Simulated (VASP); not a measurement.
Input of a VASP 6.6.1 run:

INCAR

```
SYSTEM = Mg
PREC     = Accurate       ! precision mode
ENCUT    = 520            ! plane-wave cutoff, eV
EDIFF    = 1E-7           ! SCF threshold, eV
ISMEAR   = 0              ! smearing method
SIGMA    = 0.1            ! smearing width, eV
LREAL    = .FALSE.        ! projectors in reciprocal space
LASPH    = .TRUE.         ! aspherical terms in the spheres
NELM     = 100            ! most SCF steps
ALGO     = Normal         ! electronic algorithm
ISIF     = 2              ! what is computed and relaxed
LWAVE    = .FALSE.        ! write WAVECAR
LCHARG   = .FALSE.        ! write CHGCAR
GGA      = PE             ! functional
NBANDS   = 7              ! bands
```

KPOINTS

```
regular mesh
0
G
  16 16 16
  0 0 0
```

POSCAR

```
Mg
1.0
    0.0000000000      2.3279218637      2.3279218637
    2.3279218637      0.0000000000      2.3279218637
    2.3279218637      2.3279218637      0.0000000000
Mg
1
Direct
    0.0000000000      0.0000000000      0.0000000000
```

Potentials or basis: VASP PAW PBE potentials, release 64 (Mg).

Run with:

```bash
$ cat potpaw_PBE.64/Mg/POTCAR > POTCAR
$ mpirun -np 1 vasp_std > vasp.out
```

What does it give for the band gap on the k mesh?

Zero (band 1 reaches 3.55 eV, above the bottom of band 2 at 0.86 eV).

Predict the pressure.

-2.7 GPa.

Caveat: the cell differs from its parent crystal (strained).
